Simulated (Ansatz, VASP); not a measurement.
## One calculation of Si, two programs

Contents of INCAR:

```
SYSTEM = Si
ALGO = Normal
EDIFF = 1E-7
ENCUT = 520
GGA = CA
ISIF = 2
ISMEAR = -1
LASPH = .True.
LCHARG = .True.
LELF = .True.
LREAL = .False.
LVHAR = .True.
LWAVE = .False.
NBANDS = 11
NELM = 100
PREC = Accurate
SIGMA = 0.05
```

Contents of KPOINTS:

```
k-points
0
Gamma
  16 16 16
  0 0 0
```

The input POSCAR:

```
Si
1.0
   -2.2584784602      2.3763688286      1.2792359115
    2.2584784602     -2.3763688286      1.2792359115
    2.2584784602      2.3763688286     -1.2792359115
Si
2
Direct
    0.8070000000      0.5570000000      0.2500000000
    0.1930000000      0.4430000000      0.7500000000
```

Input for Ansatz:

```yaml
crystal:
  lattice:
    - [-2.2584784602, 2.3763688286, 1.2792359115]
    - [2.2584784602, -2.3763688286, 1.2792359115]
    - [2.2584784602, 2.3763688286, -1.2792359115]
  atoms:
    - { symbol: Si, position: [0.807, 0.557, 0.25] }
    - { symbol: Si, position: [0.193, 0.443, 0.75] }
kpoints:
  mp_grid: { grid: [16, 16, 16] }
  band_path:
    path:
      - [0.0, 0.0, 0.0]
      - [0.5, -0.5, 0.5]
      - [0.4758105458, -0.4758105458, 0.5241894542]
      - [-0.4758105458, 0.4758105458, 0.4758105458]
      - [0.0, 0.0, 0.0]
      - [0.3224458646, 0.3224458646, -0.3224458646]
      - [0.6775541354, -0.3224458646, 0.3224458646]
      - [0.5, -0.5, 0.5]
      - [0.0, 0.0, 0.0]
    npoints: 5
scf:
  occupations: { method: fermi_dirac, width: 0.05 }
hamiltonian:
  xc: lda
  pseudopotentials: { kind: all_electron, lapw: { basis_error: 0.0005 } }
output:
  forces: true
  stress: true
  eigenvalues: true
```

Change from the starting cell: volume scaled by 1.01.

Alike in both runs: task single point; functional LDA; k mesh 16 × 16 × 16; occupations fermi-dirac, width 0.05 eV; no spin polarisation.

```csv
,VASP,Ansatz
version,VASP 6.6.1,Ansatz 0.2.0
potentials or method,"VASP PAW LDA potentials, release 64 (Si), cutoff 520 eV","all-electron LAPW, scalar-relativistic"
```

```csv
,VASP,Ansatz,Ansatz less VASP
pressure (GPa),9.4,9.2,-0.16
"traceless stress, the component that is largest in VASP (GPa)",1.31,1.26,-0.041
rms of the force components (eV/Å),0.014,0.014,+0.0001
```

LDA's correlation is that of Perdew and Zunger in VASP and of Perdew and Wang (1992) in Ansatz. Atom by atom the forces differ by 0.000 eV/Å (rms over components). Ansatz ran all-electron here, and VASP with PAW potentials.
